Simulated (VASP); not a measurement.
# Li (P6_3/mmc) in VASP: notebook, part 2 of 2

VASP 6.6.1.

## 6. Single point, PBE (volume scaled by 1.03)

INCAR reads:

```
SYSTEM = Li
ALGO     = Normal         ! electronic algorithm
EDIFF    = 1E-6           ! SCF threshold, eV
ENCUT    = 520            ! plane-wave cutoff, eV
GGA      = PE             ! functional
ISIF     = 2              ! what is computed and relaxed
ISMEAR   = -1             ! smearing method
LASPH    = .TRUE.         ! aspherical terms in the spheres
LCHARG   = .FALSE.        ! write CHGCAR
LREAL    = .FALSE.        ! projectors in reciprocal space
LWAVE    = .FALSE.        ! write WAVECAR
NBANDS   = 10             ! bands
NELM     = 80             ! most SCF steps
PREC     = Accurate       ! precision mode
SIGMA    = 0.08           ! smearing width, eV
```

KPOINTS reads:

```
k-points
0
G
  15 15 8
  0 0 0
```

POSCAR reads:

```
Li
1.0
    3.1418061564      0.0000000000      0.0000000000
   -1.5709030782      2.7208839452      0.0000000000
    0.0000000000      0.0000000000      5.1434290222
Li
2
Direct
    0.3333333333      0.6666666667      0.2500000000
    0.6666666667      0.3333333333      0.7500000000
```

Potentials or basis: VASP PAW PBE potentials, release 64 (Li_sv).

Started as:

```bash
$ cat potpaw_PBE.64/Li_sv/POTCAR > POTCAR
$ mpirun -np 1 vasp_std > vasp.out
```

OUTCAR:

```text
SYSTEM = Li
   EDIFF = 1E-6
   ENCUT = 520
   GGA = PE
   ISIF = 2
   ISMEAR = -1
   LASPH = .TRUE.
   LREAL = .FALSE.
   NELM = 80
   PREC = Accurate

 ion  position               nearest neighbor table
   1  0.333  0.667  0.250-
   2  0.667  0.333  0.750-

  LATTYP: Found a hexagonal cell.
 ALAT       =     3.1418061564
 C/A-ratio  =     1.6370930497

  Lattice vectors:

 A1 = (   3.1418061564,   0.0000000000,   0.0000000000)
 A2 = (  -1.5709030782,   2.7208839452,   0.0000000000)
 A3 = (   0.0000000000,   0.0000000000,   5.1434290222)

Analysis of symmetry for initial positions (statically):
=====================================================================
 Subroutine PRICEL returns:
 Original cell was already a primitive cell.

 Routine SETGRP: Setting up the symmetry group for a
 hexagonal supercell.

 Subroutine GETGRP returns: Found 24 space group operations
 (whereof 12 operations were pure point group operations)
 out of a pool of 24 trial point group operations.

The static configuration has the point symmetry D_3d.
[... 161 lines left out ...]
  energy without entropy =       -3.78947841  energy(sigma->0) =       -3.80035052

 E-fermi :   0.4061     XC(G=0):  -6.8496

 val. band max:        0.3980142579   @ k =   0.4000   0.1333   0.0000
 cond. band min:       0.4102542542   @ k =   0.0000   0.0000   0.0000
 fundamental gap:      0.0122399964
 Fermi energy:         0.4060840419

 k-point     1 :       0.0000    0.0000    0.0000
  band No.  band energies     occupation
      1     -46.2635      2.00000
      2     -46.2506      2.00000
      3      -3.0472      2.00000
      4       0.4103      0.97394
      5       3.0557      0.00000
      6      12.1980      0.00000
      7      12.1980      0.00000
      8      13.5246      0.00000
      9      13.5246      0.00000
     10      14.0240      0.00000
[... 287 lines left out ...]
 k-point    24 :       0.4000    0.2000    0.0000
  band No.  band energies     occupation
      1     -46.2490      2.00000
      2     -46.2465      2.00000
      3       0.9120      0.00358
      4       1.8041      0.00000
      5       4.5106      0.00000
      6       5.4456      0.00000
      7       6.3051      0.00000
      8       6.4630      0.00000
      9       9.7549      0.00000
     10      10.3026      0.00000

 [... further k-points ...]
[... 5 lines left out ...]
  --------------------------------------------------------------------------------------
  -------------------------------------------------------------------------------------
  Total       -0.2875787     -0.2875787     -0.2930848      0.0000000      0.0000000      0.0000000
  in kB      -10.4791286    -10.4791286    -10.6797659      0.0000000      0.0000000      0.0000000
  external PRESSURE =     -10.5460077 kB  Pullay stress =       0.0000000 kB

 VOLUME and BASIS-vectors are now :
 -----------------------------------------------------------------------------
  energy-cutoff  :      520.00
  volume of cell :       43.97
      direct lattice vectors                 reciprocal lattice vectors
     3.141806156  0.000000000  0.000000000     0.318288255  0.183763810  0.000000000
    -1.570903078  2.720883945  0.000000000     0.000000000  0.367527620  0.000000000
     0.000000000  0.000000000  5.143429022     0.000000000  0.000000000  0.194422825

 POSITION                                       TOTAL-FORCE (eV/Angst)
 -----------------------------------------------------------------------------------
     -0.00000      1.81392      1.28586         0.000000      0.000000      0.000000
      1.57090      0.90696      3.85757        -0.000000     -0.000000      0.000000
 -----------------------------------------------------------------------------------
    total drift:                                0.000000     -0.000000      0.000000

  FREE ENERGIE OF THE ION-ELECTRON SYSTEM (eV)
  ---------------------------------------------------
  free  energy   TOTEN  =        -3.8112226369 eV

  energy  without entropy=       -3.7894784074  energy(sigma->0) =       -3.80035052
```

stdout:

```text
POSCAR found type information on POSCAR Li
 POSCAR found :  1 types and       2 ions
 scaLAPACK will be used
 LDA part: xc-table for (Slater+PW92), standard interpolation
 POSCAR, INCAR and KPOINTS ok, starting setup
 FFT: planning ... GRIDC
 FFT: planning ... GRID_SOFT
 FFT: planning ... GRID
 WAVECAR not read
 entering main loop
```

It took 20 s on 1 thread of Intel Xeon Platinum 8488C (Sapphire Rapids), shared host; peak memory 0.17 GiB.

Results:

| Quantity | Value |
| --- | --- |
| Free energy | -3.8112 eV |
| Band gap on the k mesh | zero (band 3 reaches 2.48 eV, above the bottom of band 4 at -1.97 eV) |

Caveat: the cutoff is under 1.25 times the usual one of these potentials, so pressure, stress and relaxed cells hold a basis-set (Pulay) error.

## 7. Overview

```tsv
cell	gap on the mesh (eV)
a = 3.090, b = 3.090, c = 5.059 Å, angles 90.0, 90.0, 120.0°, 2 atoms	none
a = 3.101, b = 3.101, c = 5.076 Å, angles 90.0, 90.0, 120.0°, 2 atoms	none
a = 3.121, b = 3.121, c = 5.110 Å, angles 90.0, 90.0, 120.0°, 2 atoms	none
a = 3.132, b = 3.132, c = 5.127 Å, angles 90.0, 90.0, 120.0°, 2 atoms	none
a = 3.142, b = 3.142, c = 5.143 Å, angles 90.0, 90.0, 120.0°, 2 atoms	none
```

Alike in all rows: task single point; level PBE; potentials or basis VASP PAW PBE potentials, release 64 (Li_sv); no spin polarisation; k mesh 15 × 15 × 8; cutoff (eV) 520; smearing fermi-dirac 0.08 eV.

Caveats: the cutoff is under 1.25 times the usual one of these potentials, so pressure, stress and relaxed cells hold a basis-set (Pulay) error.

Total energies depend on the potentials used, so only differences within one code and one set of settings carry meaning.
